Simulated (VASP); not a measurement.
# BaZnSbF (P4/nmm) in VASP: a series of runs, part 2 of 3

VASP 6.6.1. Earlier steps stand in the parts before.

**3. Single point, PBE (26.19 Å³/atom)**

This run uses another cell than the first one, of 26.19 Å³/atom.

INCAR reads:

```
SYSTEM = BaZnSbF
PREC = Accurate
ENCUT = 600
EDIFF = 1E-6
ISMEAR = -1
SIGMA = 0.02
LREAL = .False.
LASPH = .True.
NELM = 120
ALGO = Normal
ISIF = 2
LWAVE = .False.
LCHARG = .False.
GGA = PE
NBANDS = 44
GGA_COMPAT = .False.
```

KPOINTS reads:

```
Automatic mesh
0
Gamma
  6 6 2
  0 0 0
```

POSCAR reads:

```
BaZnSbF
1.0
    4.5690593621      0.0000000000      0.0000000000
    0.0000000000      4.5690593621      0.0000000000
    0.0000000000      0.0000000000     10.0378687234
Ba Zn Sb F
2 2 2 2
Direct
    0.0000000000      0.5000000000      0.3503227621
    0.5000000000      0.0000000000      0.6496772379
    0.5000000000      0.5000000000      0.0000000000
    0.0000000000      0.0000000000      0.0000000000
    0.5000000000      0.0000000000      0.1662770925
    0.0000000000      0.5000000000      0.8337229075
    0.5000000000      0.5000000000      0.5000000000
    0.0000000000      0.0000000000      0.5000000000
```

Potentials or basis: VASP PAW PBE potentials, release 64 (Ba_sv, Zn, Sb, F).

Started as:

```bash
> cat potpaw_PBE.64/Ba_sv/POTCAR potpaw_PBE.64/Zn/POTCAR potpaw_PBE.64/Sb/POTCAR potpaw_PBE.64/F/POTCAR > POTCAR
> mpirun -np 1 vasp_std > vasp.out
```

OUTCAR:

```text
SYSTEM = BaZnSbF
   PREC = Accurate
   ENCUT = 600
   EDIFF = 1E-6
   ISMEAR = -1
   LREAL = .False.
   LASPH = .True.
   NELM = 120
   ISIF = 2
   GGA = PE

 ion  position               nearest neighbor table
   1  0.000  0.500  0.350-   7 2.73   8 2.73   8 2.73   7 2.73   5 3.72   5 3.72   5 3.72   5 3.72
                             2 4.41   2 4.41   2 4.41   2 4.41
   2  0.500  0.000  0.650-   7 2.73   8 2.73   7 2.73   8 2.73   6 3.72   6 3.72   6 3.72   6 3.72
                             1 4.41   1 4.41   1 4.41   1 4.41
   3  0.500  0.500  0.000-   5 2.83   6 2.83   5 2.83   6 2.83
   4  0.000  0.000  0.000-   5 2.83   6 2.83   6 2.83   5 2.83
   5  0.500  0.000  0.166-   3 2.83   4 2.83   3 2.83   4 2.83   1 3.72   1 3.72   1 3.72   1 3.72

   6  0.000  0.500  0.834-   3 2.83   4 2.83   4 2.83   3 2.83   2 3.72   2 3.72   2 3.72   2 3.72

   7  0.500  0.500  0.500-   1 2.73   2 2.73   2 2.73   1 2.73
   8  0.000  0.000  0.500-   1 2.73   2 2.73   1 2.73   2 2.73

  LATTYP: Found a simple tetragonal cell.
 ALAT       =     4.5690593621
 C/A-ratio  =     2.1969223702

  Lattice vectors:

 A1 = (   4.5690593621,   0.0000000000,   0.0000000000)
 A2 = (   0.0000000000,   4.5690593621,   0.0000000000)
 A3 = (   0.0000000000,   0.0000000000,  10.0378687234)

Analysis of symmetry for initial positions (statically):
=====================================================================
 Subroutine PRICEL returns:
 Original cell was already a primitive cell.

 Routine SETGRP: Setting up the symmetry group for a
 simple tetragonal supercell.

 Subroutine GETGRP returns: Found 16 space group operations
 (whereof  8 operations were pure point group operations)
 out of a pool of 16 trial point group operations.

The static configuration has the point symmetry D_2d.
 The point group associated with its full space group is D_4h.

Analysis of symmetry for dynamics (positions and initial velocities):
=====================================================================
[... 143 lines left out ...]
   GGA     = PE    functional components
   LHFCALC =     F    Hartree Fock is set to
   AEXX    =    0.0000 exact exchange contribution
   IVDW    =     0    specifies the selected vdW correction
   LEPSILON=     F    determine dielectric tensor
   LRPA    =     F    only Hartree local field effects (RPA)
 non-spin polarized calculation
  energy-cutoff  :      600.00
  volume of cell :      209.55
 maximum number of plane-waves:      7019
 NGX is ok and might be reduce to    40
   NGX = 19   NGY = 19   NGZ = 41

 number of electron      67.9999994 magnetization

 Free energy of the ion-electron system (eV)
  ---------------------------------------------------
  ext. energy  EPLUGINS =         0.00000000
  ---------------------------------------------------
  free energy    TOTEN  =       -32.16072170 eV

  energy without entropy =      -32.15866159  energy(sigma->0) =      -32.15969164

 E-fermi :   3.4205     XC(G=0):  -9.0837

 val. band max:        3.4104747791   @ k =   0.0000   0.0000   0.5000
 cond. band min:       3.4215370670   @ k =   0.0000   0.0000   0.0000
 fundamental gap:      0.0110622879
 Fermi energy:         3.4204951401

 k-point     1 :       0.0000    0.0000    0.0000
  band No.  band energies     occupation
      1     -24.7648      2.00000
      2     -24.6658      2.00000
      3     -20.2947      2.00000
      4     -20.2379      2.00000
      5      -9.9367      2.00000
      6      -9.9367      2.00000
[... 929 lines left out ...]
     43       9.1905      0.00000
     44       9.2638      0.00000

------------------------ aborting loop because EDIFF is reached ----------------------------------------

  FORCE on cell =-STRESS in cart. coord.  units (eV):
  Direction    XX          YY          ZZ          XY          YZ          ZX
  --------------------------------------------------------------------------------------
  -------------------------------------------------------------------------------------
  Total       -2.8055369     -2.8055369     -2.4823066      0.0000000      0.0000000      0.0000000
  in kB      -21.4502057    -21.4502057    -18.9788935      0.0000000      0.0000000      0.0000000
  external PRESSURE =     -20.6264350 kB  Pullay stress =       0.0000000 kB

 VOLUME and BASIS-vectors are now :
 -----------------------------------------------------------------------------
  energy-cutoff  :      600.00
  volume of cell :      209.55
      direct lattice vectors                 reciprocal lattice vectors
     4.569059362  0.000000000  0.000000000     0.218863429  0.000000000  0.000000000
     0.000000000  4.569059362  0.000000000     0.000000000  0.218863429  0.000000000
     0.000000000  0.000000000 10.037868723     0.000000000  0.000000000  0.099622741

 POSITION                                       TOTAL-FORCE (eV/Angst)
 -----------------------------------------------------------------------------------
      0.00000      2.28453      3.51649         0.000000      0.000000      0.105423
      2.28453      0.00000      6.52137         0.000000     -0.000000     -0.105423
      2.28453      2.28453      0.00000         0.000000     -0.000000     -0.000000
      0.00000      0.00000      0.00000        -0.000000     -0.000000     -0.000000
      2.28453      0.00000      1.66907         0.000000      0.000000     -0.250791
      0.00000      2.28453      8.36880         0.000000     -0.000000      0.250791
      2.28453      2.28453      5.01893        -0.000000     -0.000000     -0.000000
      0.00000      0.00000      5.01893         0.000000      0.000000     -0.000000
 -----------------------------------------------------------------------------------
    total drift:                               -0.000000      0.000000      0.000000

  FREE ENERGIE OF THE ION-ELECTRON SYSTEM (eV)
  ---------------------------------------------------
  free  energy   TOTEN  =       -32.1607216957 eV

  energy  without entropy=      -32.1586615908  energy(sigma->0) =      -32.15969164
```

OSZICAR:

```text
N       E                     dE             d eps       ncg     rms          rms(c)
DAV:   1     0.704864704494E+03    0.70486E+03   -0.31867E+04  1760   0.171E+03
DAV:   2     0.622818602311E+02   -0.64258E+03   -0.61015E+03  1968   0.400E+02
DAV:   3    -0.298995498445E+02   -0.92181E+02   -0.91377E+02  1988   0.163E+02
DAV:   4    -0.348039496897E+02   -0.49044E+01   -0.48849E+01  2496   0.314E+01
DAV:   5    -0.349169780608E+02   -0.11303E+00   -0.11292E+00  2516   0.462E+00    0.101E+01
DAV:   6    -0.321688160759E+02    0.27482E+01   -0.11456E+01  2276   0.282E+01    0.555E+00
DAV:   7    -0.321746642191E+02   -0.58481E-02   -0.14666E+00  2100   0.658E+00    0.317E+00
DAV:   8    -0.321566694617E+02    0.17995E-01   -0.17752E-01  2108   0.236E+00    0.761E-01
DAV:   9    -0.321583770261E+02   -0.17076E-02   -0.49406E-02  2360   0.101E+00    0.208E-01
DAV:  10    -0.321600268674E+02   -0.16498E-02   -0.66802E-03  2068   0.425E-01    0.925E-02
DAV:  11    -0.321606141366E+02   -0.58727E-03   -0.90433E-04  2408   0.180E-01    0.371E-02
DAV:  12    -0.321607170473E+02   -0.10291E-03   -0.27949E-04  2060   0.778E-02    0.102E-02
DAV:  13    -0.321607215071E+02   -0.44599E-05   -0.22652E-05  2348   0.215E-02    0.553E-03
DAV:  14    -0.321607216957E+02   -0.18855E-06   -0.39801E-06  1844   0.993E-03
   1 F= -.32160722E+02 E0= -.32159692E+02  d E =-.206010E-02
```

It took 7.9 min on 1 thread of Oxide Virtual Turin-like, shared host; peak memory 0.46 GiB.

Results:

- Free energy: -32.1607 eV
- Pressure: -2.1 GPa
- Largest force: 0.251 eV/Å
- Band gap on the k mesh: zero (bands 34 and 35 overlap by 0.01 eV)

Forces in eV/Å, atoms in the order of the input:
```
Ba   0.000  0.000  0.105
Ba   0.000  0.000 -0.105
Zn   0.000  0.000  0.000
Zn   0.000  0.000  0.000
Sb   0.000  0.000 -0.251
Sb   0.000  0.000  0.251
F    0.000  0.000  0.000
F    0.000  0.000  0.000
```

Stress tensor (GPa, compression positive):
```
-2.15  0.00  0.00
 0.00 -2.15  0.00
 0.00  0.00 -1.90
```

Caveat: semilocal functionals underestimate gaps, and a narrow one can read as zero; spin-orbit coupling is left out, which moves the levels of the heavy elements.

**4. Single point, PBE**

INCAR reads:

```
SYSTEM = BaZnSbF
ALGO = Normal
EDIFF = 1E-6
ENCUT = 600
GGA = PE
GGA_COMPAT = .FALSE.
ISIF = 2
ISMEAR = -1
LASPH = .TRUE.
LCHARG = .TRUE.
LELF = .TRUE.
LREAL = .FALSE.
LVHAR = .TRUE.
LWAVE = .FALSE.
NBANDS = 44
NELM = 120
PREC = Accurate
SIGMA = 0.02
```

KPOINTS reads:

```
k-points
0
G
  6 6 4
  0 0 0
```

POSCAR reads:

```
BaZnSbF
1.0
    4.4539114904      0.0000000000      0.0000000000
    0.0000000000      4.4539114904      0.0000000000
    0.0000000000      0.0000000000      9.7520459335
Ba Zn Sb F
2 2 2 2
Direct
    0.0000000000      0.5000000000      0.3507091586
    0.5000000000      0.0000000000      0.6492908414
    0.5000000000      0.5000000000      0.0000000000
    0.0000000000      0.0000000000      0.0000000000
    0.5000000000      0.0000000000      0.1650113303
    0.0000000000      0.5000000000      0.8349886697
    0.5000000000      0.5000000000      0.5000000000
    0.0000000000      0.0000000000      0.5000000000
```

Potentials or basis: VASP PAW PBE potentials, release 64 (Ba_sv, Zn, Sb, F).

Started as:

```bash
> cat potpaw_PBE.64/Ba_sv/POTCAR potpaw_PBE.64/Zn/POTCAR potpaw_PBE.64/Sb/POTCAR potpaw_PBE.64/F/POTCAR > POTCAR
> mpirun -np 1 vasp_std > vasp.out
```

OUTCAR:

```text
SYSTEM = BaZnSbF
   EDIFF = 1E-6
   ENCUT = 600
   GGA = PE
   ISIF = 2
   ISMEAR = -1
   LASPH = .TRUE.
   LREAL = .FALSE.
   NELM = 120
   PREC = Accurate

 ion  position               nearest neighbor table
   1  0.000  0.500  0.351-   7 2.66   8 2.66   8 2.66   7 2.66   5 3.63   5 3.63   5 3.63   5 3.63
                             2 4.29   2 4.29   2 4.29   2 4.29
   2  0.500  0.000  0.649-   7 2.66   8 2.66   7 2.66   8 2.66   6 3.63   6 3.63   6 3.63   6 3.63
                             1 4.29   1 4.29   1 4.29   1 4.29
   3  0.500  0.500  0.000-   5 2.75   6 2.75   5 2.75   6 2.75
   4  0.000  0.000  0.000-   5 2.75   6 2.75   6 2.75   5 2.75
   5  0.500  0.000  0.165-   3 2.75   4 2.75   3 2.75   4 2.75   1 3.63   1 3.63   1 3.63   1 3.63

   6  0.000  0.500  0.835-   3 2.75   4 2.75   4 2.75   3 2.75   2 3.63   2 3.63   2 3.63   2 3.63

   7  0.500  0.500  0.500-   1 2.66   2 2.66   2 2.66   1 2.66
   8  0.000  0.000  0.500-   1 2.66   2 2.66   1 2.66   2 2.66

  LATTYP: Found a simple tetragonal cell.
 ALAT       =     4.4539114904
 C/A-ratio  =     2.1895464143

  Lattice vectors:

 A1 = (   4.4539114904,   0.0000000000,   0.0000000000)
 A2 = (   0.0000000000,   4.4539114904,   0.0000000000)
 A3 = (   0.0000000000,   0.0000000000,   9.7520459335)

Analysis of symmetry for initial positions (statically):
=====================================================================
 Subroutine PRICEL returns:
 Original cell was already a primitive cell.

 Routine SETGRP: Setting up the symmetry group for a
 simple tetragonal supercell.

 Subroutine GETGRP returns: Found 16 space group operations
 (whereof  8 operations were pure point group operations)
 out of a pool of 16 trial point group operations.

The static configuration has the point symmetry D_2d.
 The point group associated with its full space group is D_4h.

Analysis of symmetry for dynamics (positions and initial velocities):
=====================================================================
 Subroutine PRICEL returns:
[... 147 lines left out ...]
   GGA     = PE    functional components
   LHFCALC =     F    Hartree Fock is set to
   AEXX    =    0.0000 exact exchange contribution
   IVDW    =     0    specifies the selected vdW correction
   LEPSILON=     F    determine dielectric tensor
   LRPA    =     F    only Hartree local field effects (RPA)
 non-spin polarized calculation
  energy-cutoff  :      600.00
  volume of cell :      193.45
 maximum number of plane-waves:      6504
 NGX is ok and might be reduce to    36
   NGX = 17   NGY = 17   NGZ = 39

 number of electron      67.9999982 magnetization

 Free energy of the ion-electron system (eV)
  ---------------------------------------------------
  ext. energy  EPLUGINS =         0.00000000
  ---------------------------------------------------
  free energy    TOTEN  =       -32.17867554 eV

  energy without entropy =      -32.17684307  energy(sigma->0) =      -32.17775931

 E-fermi :   4.0476     XC(G=0):  -9.4372

 val. band max:        4.0455080005   @ k =   0.0000   0.0000   0.2500
 cond. band min:       4.0521950483   @ k =   0.0000   0.0000   0.0000
 fundamental gap:      0.0066870479
 Fermi energy:         4.0476489680

 k-point     1 :       0.0000    0.0000    0.0000
  band No.  band energies     occupation
      1     -24.0771      2.00000
      2     -23.9094      2.00000
      3     -20.0055      2.00000
      4     -19.9852      2.00000
      5      -9.2773      2.00000
      6      -9.2773      2.00000
[... 1117 lines left out ...]
     43       8.3844      0.00000
     44       8.3844      0.00000

 [... further k-points ...]

------------------------ aborting loop because EDIFF is reached ----------------------------------------

  FORCE on cell =-STRESS in cart. coord.  units (eV):
  Direction    XX          YY          ZZ          XY          YZ          ZX
  --------------------------------------------------------------------------------------
  -------------------------------------------------------------------------------------
  Total        2.1949595      2.1949595      2.2094468      0.0000000      0.0000000      0.0000000
  in kB       18.1785062     18.1785062     18.2984890      0.0000000      0.0000000      0.0000000
  external PRESSURE =      18.2185005 kB  Pullay stress =       0.0000000 kB

 VOLUME and BASIS-vectors are now :
 -----------------------------------------------------------------------------
  energy-cutoff  :      600.00
  volume of cell :      193.45
      direct lattice vectors                 reciprocal lattice vectors
     4.453911490  0.000000000  0.000000000     0.224521750  0.000000000  0.000000000
     0.000000000  4.453911490  0.000000000     0.000000000  0.224521750  0.000000000
     0.000000000  0.000000000  9.752045933     0.000000000  0.000000000  0.102542585

 POSITION                                       TOTAL-FORCE (eV/Angst)
 -----------------------------------------------------------------------------------
      0.00000      2.22696      3.42013        -0.000000      0.000000     -0.228757
      2.22696      0.00000      6.33191        -0.000000      0.000000      0.228757
      2.22696      2.22696      0.00000         0.000000     -0.000000      0.000000
      0.00000      0.00000      0.00000        -0.000000      0.000000      0.000000
      2.22696      0.00000      1.60920        -0.000000      0.000000      0.203704
      0.00000      2.22696      8.14285        -0.000000     -0.000000     -0.203704
      2.22696      2.22696      4.87602        -0.000000     -0.000000      0.000000
      0.00000      0.00000      4.87602        -0.000000      0.000000      0.000000
 -----------------------------------------------------------------------------------
    total drift:                                0.000000      0.000000      0.000000

  FREE ENERGIE OF THE ION-ELECTRON SYSTEM (eV)
  ---------------------------------------------------
  free  energy   TOTEN  =       -32.1786755391 eV

  energy  without entropy=      -32.1768430711  energy(sigma->0) =      -32.17775931
```

stdout:

```text
POSCAR found type information on POSCAR BaZnSbF
 POSCAR found :  4 types and       8 ions
 scaLAPACK will be used
 LDA part: xc-table for (Slater+PW92), standard interpolation
 POSCAR, INCAR and KPOINTS ok, starting setup
 FFT: planning ... GRIDC
 FFT: planning ... GRID_SOFT
 FFT: planning ... GRID
 WAVECAR not read
 entering main loop
```

It took 9.3 min on 1 thread of Oxide Virtual Turin-like, shared host; peak memory 0.48 GiB.

Results:

- Free energy: -32.1787 eV
- Pressure: 1.8 GPa
- Largest force: 0.229 eV/Å
- Band gap on the k mesh: zero (bands 34 and 35 overlap by 0.01 eV)

Forces in eV/Å, atoms in the order of the input:
```
Ba   0.000  0.000 -0.229
Ba   0.000  0.000  0.229
Zn   0.000  0.000  0.000
Zn   0.000  0.000  0.000
Sb   0.000  0.000  0.204
Sb   0.000  0.000 -0.204
F    0.000  0.000  0.000
F    0.000  0.000  0.000
```

Caveat: semilocal functionals underestimate gaps, and a narrow one can read as zero; spin-orbit coupling is left out, which moves the levels of the heavy elements.

**5. Single point, r2SCAN (22.73 Å³/atom)**

This run uses another cell than the first one, of 22.73 Å³/atom.

POSCAR, as its differences from that of step 4:

```diff
@@ -2,5 +2,5 @@
 1.0
-    4.4539114904      0.0000000000      0.0000000000
-    0.0000000000      4.4539114904      0.0000000000
-    0.0000000000      0.0000000000      9.7520459335
+    4.3629898254      0.0000000000      0.0000000000
+    0.0000000000      4.3629898254      0.0000000000
+    0.0000000000      0.0000000000      9.5529687280
 Ba Zn Sb F
```

INCAR.step1 reads:

```
SYSTEM = BaZnSbF
ALGO = Normal ; EDIFF = 1E-5
ENCUT = 660 ; GGA = PE
GGA_COMPAT = .FALSE. ; ISMEAR = -1
LASPH = .TRUE. ; LCHARG = .FALSE.
LREAL = .FALSE. ; LWAVE = .TRUE.
NBANDS = 44 ; NELM = 120
PREC = Accurate ; SIGMA = 0.02
```

INCAR.step2 reads:

```
SYSTEM = BaZnSbF
ALGO = Normal ; EDIFF = 1E-6
ENCUT = 660 ; GGA_COMPAT = .FALSE.
ISIF = 2 ; ISMEAR = -1
ISTART = 1 ; LASPH = .TRUE.
LCHARG = .FALSE. ; LMIXTAU = .TRUE.
LREAL = .FALSE. ; LWAVE = .FALSE.
METAGGA = R2SCAN ; NBANDS = 44
NELM = 120 ; PREC = Accurate
SIGMA = 0.02
```

KPOINTS reads:

```
k-points
0
G
  6 6 2
  0 0 0
```

Started as:

```bash
> cat potpaw_PBE.64/Ba_sv/POTCAR potpaw_PBE.64/Zn/POTCAR potpaw_PBE.64/Sb/POTCAR potpaw_PBE.64/F/POTCAR > POTCAR
> cp INCAR.step1 INCAR
> mpirun -np 1 vasp_std > vasp.out
> cp INCAR.step2 INCAR
> mpirun -np 1 vasp_std > vasp.out
```

Run time: 25 min. Hardware: 1 thread of Oxide Virtual Turin-like, shared host; peak memory 0.5 GiB.

It converged, with:

```yaml
Free_energy: -143.9325 eV
Pressure: 4.7 GPa
Largest_force: 0.396 eV/Å
Band_gap_on_the_k_mesh: zero (bands 34 and 35 overlap by 0.02 eV)
```

Forces on the atoms (eV/Å):
```
Ba   0.000  0.000 -0.396
Ba   0.000  0.000  0.396
Zn   0.000  0.000  0.000
Zn   0.000  0.000  0.000
Sb   0.000  0.000  0.333
Sb   0.000  0.000 -0.333
F    0.000  0.000  0.000
F    0.000  0.000  0.000
```

Stress tensor (GPa, compression positive):
```
4.86 0.00 0.00
0.00 4.86 0.00
0.00 0.00 4.28
```

Levels at points of the mesh, in eV from the Fermi level:
```
           k point  band 32  band 33  band 34  band 35  band 36  band 37
(0.00, 0.00, 0.00)    -0.86    -0.28     0.01     0.01     1.48     2.23
(0.50, 0.00, 0.00)    -1.49    -0.98    -0.98     1.88     1.88     2.61
(0.50, 0.50, 0.00)    -2.88    -2.78    -2.78     2.04     2.04     2.30
(0.00, 0.00, 0.50)    -1.17    -0.21    -0.01    -0.01     1.64     1.73
(0.50, 0.00, 0.50)    -1.40    -0.97    -0.97     1.94     1.94     2.74
(0.50, 0.50, 0.50)    -2.89    -2.77    -2.77     2.36     2.36     2.52
```

Caveat: the cell stands under pressure; semilocal functionals underestimate gaps, and a narrow one can read as zero; the PAW data sets were made with another functional, which shifts forces and pressure a little; spin-orbit coupling is left out, which moves the levels of the heavy elements.

(Continued in part 3 of 3.)
